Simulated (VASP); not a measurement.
# ZrN (Fm-3m) in VASP: single point with PBE

Aim: the single point of ZrN with PBE.

Program: VASP 6.6.1. These are calculated values, not measurements. Logs are shortened: lines on timing, memory, paths and dates and some standing lists are left out, and cuts for length are marked.

## (1) The cell of the first run

The structure is cubic, space group Fm-3m (No. 225). The conventional cell has a = 4.600 Å, b = 4.600 Å, c = 4.600 Å, α = 90.00°, β = 90.00°, γ = 90.00°. Zr (site symmetry m-3m) has 6 N at 2.30 Å within 3.0 Å. N (site symmetry m-3m) has 6 Zr at 2.30 Å within 3.0 Å.

## (2) Single point, PBE

INCAR

```
SYSTEM = ZrN
PREC = Accurate
ENCUT = 600
EDIFF = 1E-6
ISMEAR = 1
SIGMA = 0.1
LREAL = .False.
LASPH = .True.
NELM = 120
ALGO = Normal
ISIF = 2
LWAVE = .False.
LCHARG = .False.
GGA = PE
NBANDS = 16
GGA_COMPAT = .False.
```

KPOINTS

```
regular mesh
0
Gamma
  10 10 10
  0 0 0
```

POSCAR

```
ZrN
1.0
    0.0000000000      2.3000000000      2.3000000000
    2.3000000000      0.0000000000      2.3000000000
    2.3000000000      2.3000000000      0.0000000000
Zr N
1 1
Direct
    0.5000000000      0.5000000000      0.5000000000
    0.0000000000      0.0000000000      0.0000000000
```

Potentials or basis: VASP PAW PBE potentials, release 64 (Zr_sv, N).

Started as:

```
cat potpaw_PBE.64/Zr_sv/POTCAR potpaw_PBE.64/N/POTCAR > POTCAR
mpirun -np 1 vasp_std > vasp.out
```

OUTCAR:

```text
SYSTEM = ZrN
   PREC = Accurate
   ENCUT = 600
   EDIFF = 1E-6
   ISMEAR = 1
   LREAL = .False.
   LASPH = .True.
   NELM = 120
   ISIF = 2
   GGA = PE

 ion  position               nearest neighbor table
   1  0.500  0.500  0.500-   2 2.30   2 2.30   2 2.30   2 2.30   2 2.30   2 2.30
   2  0.000  0.000  0.000-   1 2.30   1 2.30   1 2.30   1 2.30   1 2.30   1 2.30

  LATTYP: Found a face centered cubic cell.
 ALAT       =     4.6000000000

  Lattice vectors:

 A1 = (   0.0000000000,   2.3000000000,   2.3000000000)
 A2 = (   2.3000000000,   0.0000000000,   2.3000000000)
 A3 = (   2.3000000000,   2.3000000000,   0.0000000000)

Analysis of symmetry for initial positions (statically):
=====================================================================
 Subroutine PRICEL returns:
 Original cell was already a primitive cell.

 Routine SETGRP: Setting up the symmetry group for a
 face centered cubic supercell.

 Subroutine GETGRP returns: Found 48 space group operations
 (whereof 48 operations were pure point group operations)
 out of a pool of 48 trial point group operations.

The static configuration has the point symmetry O_h .

Analysis of symmetry for dynamics (positions and initial velocities):
=====================================================================
 Subroutine PRICEL returns:
 Original cell was already a primitive cell.

 Routine SETGRP: Setting up the symmetry group for a
 face centered cubic supercell.

 Subroutine GETGRP returns: Found 48 space group operations
 (whereof 48 operations were pure point group operations)
 out of a pool of 48 trial point group operations.

The dynamic configuration has the point symmetry O_h .

 Subroutine INISYM returns: Found 48 space group operations
 (whereof 48 operations are pure point group operations),
 and found     1 'primitive' translations

----------------------------------------------------------------------------------------

                                     Primitive cell

  volume of cell :      24.3340

  direct lattice vectors                    reciprocal lattice vectors
     0.000000000  2.300000000  2.300000000    -0.217391304  0.217391304  0.217391304
     2.300000000  0.000000000  2.300000000     0.217391304 -0.217391304  0.217391304
     2.300000000  2.300000000  0.000000000     0.217391304  0.217391304 -0.217391304

  length of vectors
     3.252691193  3.252691193  3.252691193     0.376532784  0.376532784  0.376532784

  position of ions in fractional coordinates (direct lattice)
[... 75 lines left out ...]
   LSORBIT =      F    spin-orbit coupling
   LASPH  =      T    aspherical Exc in radial PAW
   ENCUT  =  600.0 eV  44.10 Ry    6.64 a.u.   6.50  6.50  6.50*2*pi/ulx,y,z
   NELM   =    120;   NELMIN=  2; NELMDL= -5     # of ELM steps
   EDIFF  = 0.1E-05   stopping-criterion for ELM
   LREAL  =      F    real-space projection
   EDIFFG = 0.1E-04   stopping-criterion for IOM
   NSW    =      0    number of steps for IOM
   IBRION =     -1    ionic relax: 0-MD 1-quasi-New 2-CG
   NFREE  =      0    steps in history (QN), initial steepest desc. (CG)
   ISIF   =      2    stress and relaxation
   ISYM   =      2    0-nonsym 1-usesym 2-fastsym
   POTIM  = 0.5000    time-step for ionic-motion
   TEBEG  =    0.0;   TEEND  =   0.0 temperature during run
   PSTRESS=    0.0 pullay stress
   NELECT =      17.0000    total number of electrons
   NUPDOWN=      -1.0000    fix difference up-down
   EMIN   =  10.00;   EMAX   =-10.00  energy-range for DOS
   EFERMI =   0.00;   METHOD = LEGACY
   ISMEAR =     1;   SIGMA  =   0.10  broadening in eV -4-tet -1-fermi 0-gaus
   EFERMI_NEDOS =   21; number of points for ismear=-14 and -15
   IALGO  =     38    algorithm
   IMIX   =      4    mixing-type and parameters
     AMIX     =   0.40;   BMIX     =  1.00
     AMIX_MAG =   1.60;   BMIX_MAG =  1.00
  volume/ion in A,a.u.               =      12.17        82.11
  Fermi-wavevector in a.u.,A,eV,Ry     =   1.452624  2.745062 28.709889  2.110117
  Thomas-Fermi vector in A             =   2.569985
   LORBIT       =      0    0 simple, 1 ext, 2 COOP (PROOUT), +10 PAW based schemes
   GGA     = PE    functional components
   LHFCALC =     F    Hartree Fock is set to
   AEXX    =    0.0000 exact exchange contribution
   IVDW    =     0    specifies the selected vdW correction
   LEPSILON=     F    determine dielectric tensor
   LRPA    =     F    only Hartree local field effects (RPA)
 non-spin polarized calculation
 Methfessel and Paxton  Order N= 1 SIGMA  =   0.10
  energy-cutoff  :      600.00
  volume of cell :       24.33
 maximum number of plane-waves:       869
 NGX is ok and might be reduce to    28
   NGX = 13   NGY = 13   NGZ = 13

 number of electron      17.0000000 magnetization

 Free energy of the ion-electron system (eV)
  ---------------------------------------------------
  ext. energy  EPLUGINS =         0.00000000
  ---------------------------------------------------
  free energy    TOTEN  =       -20.36834366 eV

  energy without entropy =      -20.36736793  energy(sigma->0) =      -20.36801841

 E-fermi :  11.8756     XC(G=0): -12.4520

 val. band max:       11.8719735456   @ k =  -0.1000   0.1000   0.0000
 cond. band min:      11.8864706149   @ k =  -0.4000   0.3000   0.0000
 fundamental gap:      0.0144970694
 Fermi energy:        11.8756161287

 k-point     1 :       0.0000    0.0000    0.0000
  band No.  band energies     occupation
      1     -37.7651      2.00000
      2     -15.3973      2.00000
      3     -15.3973      2.00000
      4     -15.3973      2.00000
      5      -4.3969      2.00000
      6       9.1888      2.00000
[... 433 lines left out ...]
      3     -15.6931      2.00000
      4     -15.6593      2.00000
      5      -3.4820      2.00000
      6       6.1747      2.00000
[... 8 lines left out ...]
     15      24.1328      0.00000
     16      26.8145      0.00000

 [... further k-points ...]
[... 5 lines left out ...]
  --------------------------------------------------------------------------------------
  -------------------------------------------------------------------------------------
  Total       -0.1081223     -0.1081223     -0.1081223      0.0000000      0.0000000      0.0000000
  in kB       -7.1188940     -7.1188940     -7.1188940      0.0000000      0.0000000      0.0000000
  external PRESSURE =      -7.1188940 kB  Pullay stress =       0.0000000 kB

 VOLUME and BASIS-vectors are now :
 -----------------------------------------------------------------------------
  energy-cutoff  :      600.00
  volume of cell :       24.33
      direct lattice vectors                 reciprocal lattice vectors
     0.000000000  2.300000000  2.300000000    -0.217391304  0.217391304  0.217391304
     2.300000000  0.000000000  2.300000000     0.217391304 -0.217391304  0.217391304
     2.300000000  2.300000000  0.000000000     0.217391304  0.217391304 -0.217391304

 POSITION                                       TOTAL-FORCE (eV/Angst)
 -----------------------------------------------------------------------------------
      2.30000      2.30000      2.30000        -0.000000     -0.000000     -0.000000
      0.00000      0.00000      0.00000         0.000000      0.000000      0.000000
 -----------------------------------------------------------------------------------
    total drift:                                0.000000      0.000000      0.000000

  FREE ENERGIE OF THE ION-ELECTRON SYSTEM (eV)
  ---------------------------------------------------
  free  energy   TOTEN  =       -20.3683436590 eV

  energy  without entropy=      -20.3673679258  energy(sigma->0) =      -20.36801841
```

Wall time 22 s (1 thread of AMD EPYC 7R43 (Zen 3), shared host); peak memory 0.13 GiB.

Results:

```
Free energy            : -20.3683 eV
Pressure               : -0.7 GPa
Band gap on the k mesh : zero (an odd number of electrons rules out a gap without spin polarisation)
```
